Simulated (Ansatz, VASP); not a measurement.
# One calculation of Ta, two programs

File INCAR:

```
  PREC = Accurate
  ENCUT = 520
  EDIFF = 1E-6
  ISMEAR = 0
  SIGMA = 0.1
  LREAL = False
  LASPH = True
  NELM = 100
  ALGO = Normal
  ISIF = 2
  LWAVE = False
  LCHARG = False
  LDIPOL = True
  IDIPOL = 3
  DIPOL = 0.5 0.5 0.426
  GGA = PE
  IVDW = 12
  NBANDS = 78
```

File KPOINTS:

```
Automatic mesh
0
Gamma
  4 4 1
```

POSCAR

```
Ta
1.0
    5.6896945745      0.0000000000      0.0000000000
   -1.8965648582      5.3642954887      0.0000000000
    0.0000000000      0.0000000000     24.1405161666
Ta
12
Direct
    0.2500000000      0.2500000000      0.3313930798
    0.2500000000      0.7500000000      0.3313930798
    0.7500000000      0.2500000000      0.3313930798
    0.7500000000      0.7500000000      0.3313930798
    0.4999650323      0.5000449176      0.4246473017
    0.5029375470      0.0009004940      0.4246826587
   -0.0009211111      0.4970661318      0.4246836592
    0.0016265806     -0.0016035117      0.4253849484
    0.7364839781      0.7335649865      0.5214708963
    0.7637015490      0.2362705804      0.5238504733
    0.2434277521      0.7565883123      0.5198895383
    0.2665034886      0.2635152867      0.5214712078
```

Input for Ansatz:

```yaml
crystal:
  lattice:
    - [5.6896945745, 0.0, 0.0]
    - [-1.8965648582, 5.3642954887, 0.0]
    - [0.0, 0.0, 24.1405161666]
  atoms:
    - { symbol: Ta, position: [0.25, 0.25, 0.3313930798] }
    - { symbol: Ta, position: [0.25, 0.75, 0.3313930798] }
    - { symbol: Ta, position: [0.75, 0.25, 0.3313930798] }
    - { symbol: Ta, position: [0.75, 0.75, 0.3313930798] }
    - { symbol: Ta, position: [0.4999650323, 0.5000449176, 0.4246473017] }
    - { symbol: Ta, position: [0.502937547, 0.000900494, 0.4246826587] }
    - { symbol: Ta, position: [-0.0009211111, 0.4970661318, 0.4246836592] }
    - { symbol: Ta, position: [0.0016265806, -0.0016035117, 0.4253849484] }
    - { symbol: Ta, position: [0.7364839781, 0.7335649865, 0.5214708963] }
    - { symbol: Ta, position: [0.763701549, 0.2362705804, 0.5238504733] }
    - { symbol: Ta, position: [0.2434277521, 0.7565883123, 0.5198895383] }
    - { symbol: Ta, position: [0.2665034886, 0.2635152867, 0.5214712078] }
basis:
  ecutwfc: 420
kpoints:
  mp_grid: { grid: [4, 4, 1] }
hamiltonian:
  xc: pbe
  dispersion: d3bj
scf:
  occupations: { method: gaussian, width: 0.1 }
output:
  forces: true
  eigenvalues: true
  write_density: true
  volumetric_format: npy
efield:
  axis: 3
  dipole_correction: true
  ramp_width: 0.04
```

Alike in both runs: task single point; functional PBE; dispersion D3(BJ); k mesh 4 × 4 × 1; occupations gaussian, width 0.1 eV; no spin polarisation.

|  | VASP | Ansatz |
| --- | --- | --- |
| version | VASP 6.6.1 | Ansatz 0.2.0 |
| potentials or method | VASP PAW PBE potentials, release 64 (Ta_pv), cutoff 520 eV | scalar-relativistic, plane waves, PAW |
| valence electrons in the cell | 132 | 156 |

|  | VASP | Ansatz | Ansatz less VASP |
| --- | --- | --- | --- |
| gap on the k mesh at the Fermi level (eV) | none | none | - |
| rms of the force components (eV/Å) | 0.239 | 0.240 | +0.0005 |

Atom by atom the forces differ by 0.003 eV/Å (rms over components). A gap of «none» marks a metal or a gap that the smearing closes. VASP's potentials hold 132 valence electrons a cell and Ansatz's 156, so a difference there can come from the potentials and not from the codes.

Spin-orbit coupling is off throughout.
